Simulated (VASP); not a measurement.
# WS2 (P6_3/mmc) in VASP: a series of runs, part 2 of 2

VASP 6.6.1. The steps go on from the part before.

### Step 4. Single point, LDA

This run uses another cell than the first one, of 17.16 Å³/atom.

Input file INCAR:

```
ALGO = Normal
EDIFF = 1E-6
ENCUT = 520
GGA = CA
ISIF = 2
ISMEAR = 0
LASPH = True
LCHARG = False
LREAL = False
LWAVE = False
NBANDS = 35
NELM = 60
PREC = Accurate
SIGMA = 0.02
```

Input file KPOINTS:

```
k-points
0
Gamma
  12 12 4
```

Input file POSCAR:

```
WS2
1.0
    3.1268219304      0.0000000000      0.0000000000
   -1.5634109652      2.7079072248      0.0000000000
    0.0000000000      0.0000000000     12.1593688269
W S
2 4
Direct
    0.3333333333      0.6666666667      0.2500000000
    0.6666666667      0.3333333333      0.7500000000
    0.3333333333      0.6666666667      0.6215372132
    0.6666666667      0.3333333333      0.1215372132
    0.3333333333      0.6666666667      0.8784627868
    0.6666666667      0.3333333333      0.3784627868
```

Potentials or basis: VASP PAW LDA potentials, release 64 (W_sv, S).

The run is started by

```
$ cat potpaw_LDA.64/W_sv/POTCAR potpaw_LDA.64/S/POTCAR > POTCAR
$ mpirun -np 1 vasp_std > vasp.out
```

OUTCAR:

```text
EDIFF = 1E-6
   ENCUT = 520
   GGA = CA
   ISIF = 2
   ISMEAR = 0
   LASPH = True
   LREAL = False
   NELM = 60
   PREC = Accurate

 ion  position               nearest neighbor table
   1  0.333  0.667  0.250-   4 2.39   6 2.39   4 2.39   6 2.39   4 2.39   6 2.39
   2  0.667  0.333  0.750-   3 2.39   5 2.39   3 2.39   5 2.39   3 2.39   5 2.39
   3  0.333  0.667  0.622-   2 2.39   2 2.39   2 2.39
   4  0.667  0.333  0.122-   1 2.39   1 2.39   1 2.39
   5  0.333  0.667  0.878-   2 2.39   2 2.39   2 2.39
   6  0.667  0.333  0.378-   1 2.39   1 2.39   1 2.39

  LATTYP: Found a hexagonal cell.
 ALAT       =     3.1268219304
 C/A-ratio  =     3.8887308256

  Lattice vectors:

 A1 = (   3.1268219304,   0.0000000000,   0.0000000000)
 A2 = (  -1.5634109652,   2.7079072248,   0.0000000000)
 A3 = (   0.0000000000,   0.0000000000,  12.1593688269)

Analysis of symmetry for initial positions (statically):
=====================================================================
 Subroutine PRICEL returns:
 Original cell was already a primitive cell.

 Routine SETGRP: Setting up the symmetry group for a
 hexagonal supercell.

 Subroutine GETGRP returns: Found 24 space group operations
 (whereof 12 operations were pure point group operations)
 out of a pool of 24 trial point group operations.

The static configuration has the point symmetry D_3d.
 The point group associated with its full space group is D_6h.

Analysis of symmetry for dynamics (positions and initial velocities):
=====================================================================
 Subroutine PRICEL returns:
 Original cell was already a primitive cell.

 Routine SETGRP: Setting up the symmetry group for a
[... 132 lines left out ...]
   IALGO  =     38    algorithm
   IMIX   =      4    mixing-type and parameters
     AMIX     =   0.40;   BMIX     =  1.00
     AMIX_MAG =   1.60;   BMIX_MAG =  1.00
  volume/ion in A,a.u.               =      17.16       115.80
  Fermi-wavevector in a.u.,A,eV,Ry     =   1.303747  2.463724 23.126584  1.699756
  Thomas-Fermi vector in A             =   2.434729
   LORBIT       =      0    0 simple, 1 ext, 2 COOP (PROOUT), +10 PAW based schemes
   GGA     = CA    functional components
   LHFCALC =     F    Hartree Fock is set to
   AEXX    =    0.0000 exact exchange contribution
   IVDW    =     0    specifies the selected vdW correction
   LEPSILON=     F    determine dielectric tensor
   LRPA    =     F    only Hartree local field effects (RPA)
 non-spin polarized calculation
 Gauss-broadening in eV      SIGMA  =   0.02
  energy-cutoff  :      520.00
  volume of cell :      102.96
 maximum number of plane-waves:      2792
 NGX is ok and might be reduce to    24
   NGX = 11   NGY = 11   NGZ = 45

 number of electron      51.9999994 magnetization

 Free energy of the ion-electron system (eV)
  ---------------------------------------------------
  ext. energy  EPLUGINS =         0.00000000
  ---------------------------------------------------
  free energy    TOTEN  =       -52.52601759 eV

  energy without entropy =      -52.52601759  energy(sigma->0) =      -52.52601759

 E-fermi :   8.1035     XC(G=0): -11.4197

 val. band max:        7.7756313856   @ k =   0.0000   0.0000   0.0000
 cond. band min:       8.6283449182   @ k =   0.1667   0.1667   0.0000
 fundamental gap:      0.8527135326
 Fermi energy:         8.1035162651

 k-point     1 :       0.0000    0.0000    0.0000
  band No.  band energies     occupation
      1     -66.3750      2.00000
      2     -66.3750      2.00000
      3     -30.9374      2.00000
      4     -30.9374      2.00000
      5     -30.7169      2.00000
      6     -30.7169      2.00000
[... 901 lines left out ...]
     34      11.8888      0.00000
     35      13.5374      0.00000

 [... further k-points ...]

------------------------ aborting loop because EDIFF is reached ----------------------------------------

  FORCE on cell =-STRESS in cart. coord.  units (eV):
  Direction    XX          YY          ZZ          XY          YZ          ZX
  --------------------------------------------------------------------------------------
  -------------------------------------------------------------------------------------
  Total        0.2634987      0.2634987      0.2663712     -0.0000000      0.0000000      0.0000000
  in kB        4.1005403      4.1005403      4.1452421     -0.0000000      0.0000000      0.0000000
  external PRESSURE =       4.1154409 kB  Pullay stress =       0.0000000 kB

 VOLUME and BASIS-vectors are now :
 -----------------------------------------------------------------------------
  energy-cutoff  :      520.00
  volume of cell :      102.96
      direct lattice vectors                 reciprocal lattice vectors
     3.126821930  0.000000000  0.000000000     0.319813543  0.184644435  0.000000000
    -1.563410965  2.707907225  0.000000000     0.000000000  0.369288870  0.000000000
     0.000000000  0.000000000 12.159368827     0.000000000  0.000000000  0.082241111

 POSITION                                       TOTAL-FORCE (eV/Angst)
 -----------------------------------------------------------------------------------
     -0.00000      1.80527      3.03984         0.000000     -0.000000      0.000000
      1.56341      0.90264      9.11953        -0.000000      0.000000      0.000000
     -0.00000      1.80527      7.55750         0.000000     -0.000000     -0.047921
      1.56341      0.90264      1.47782        -0.000000     -0.000000     -0.047921
     -0.00000      1.80527     10.68155         0.000000     -0.000000      0.047921
      1.56341      0.90264      4.60187        -0.000000      0.000000      0.047921
 -----------------------------------------------------------------------------------
    total drift:                                0.000000     -0.000000      0.000000

  FREE ENERGIE OF THE ION-ELECTRON SYSTEM (eV)
  ---------------------------------------------------
  free  energy   TOTEN  =       -52.5260175887 eV

  energy  without entropy=      -52.5260175887  energy(sigma->0) =      -52.52601759
```

It took 3.2 min on 1 thread of AMD EPYC 7R13, shared host; peak memory 0.26 GiB.

Results:

```yaml
Free_energy: -52.5260 eV
Pressure: 0.4 GPa
Largest_force: 0.048 eV/Å
Band_gap_on_the_k_mesh: 0.85 eV (least direct gap 1.89 eV)
```

Forces on the atoms (eV/Å):
```
W    0.000  0.000  0.000
W    0.000  0.000  0.000
S    0.000  0.000 -0.048
S    0.000  0.000 -0.048
S    0.000  0.000  0.048
S    0.000  0.000  0.048
```

Levels at points of the mesh, in eV from the valence-band top:
```tsv
k point	band 23	band 24	band 25	band 26	band 27	band 28	band 29	band 30
(0.00, 0.00, 0.00)	-2.24	-1.45	-1.40	0.00	2.32	2.32	2.33	2.33
(0.50, 0.00, 0.00)	-1.97	-1.78	-1.73	-1.59	2.33	2.38	2.55	2.94
(0.00, 0.00, 0.50)	-2.27	-2.27	-0.33	-0.33	2.31	2.31	2.31	2.31
(0.50, 0.00, 0.50)	-1.85	-1.85	-1.67	-1.67	2.35	2.35	2.78	2.78
```

Caveat: spin-orbit coupling is left out, which moves the levels of the heavy elements.

### Step 5. Summary

| cell | k mesh | cutoff (eV) | smearing | gap on the mesh (eV) | pressure (GPa) | largest force (eV/Å) |
| --- | --- | --- | --- | --- | --- | --- |
| a = 3.135, b = 3.135, c = 12.458 Å, angles 90.0, 90.0, 120.0°, 6 atoms, atomic positions A | 12 × 12 × 4 | 500 | gaussian 0.02 eV | 0.99 | -0.6 | 0.05 |
| a = 3.180, b = 3.180, c = 12.500 Å, angles 90.0, 90.0, 120.0°, 6 atoms, atomic positions A | 6 × 6 × 2 | 520 | gaussian 0.1 eV | 0.98 | -5.3 | 0.31 |
| a = 3.127, b = 3.127, c = 12.159 Å, angles 90.0, 90.0, 120.0°, 6 atoms, atomic positions B | 12 × 12 × 4 | 520 | gaussian 0.02 eV | 0.85 | 0.4 | 0.05 |

Alike in all rows: task single point; level LDA; potentials or basis VASP PAW LDA potentials, release 64 (W_sv, S); no spin polarisation.

Caveats: spin-orbit coupling is left out, which moves the levels of the heavy elements; the cell stands under tension (at least some runs).

Total energies depend on the potentials used, so only differences within one code and one set of settings carry meaning.
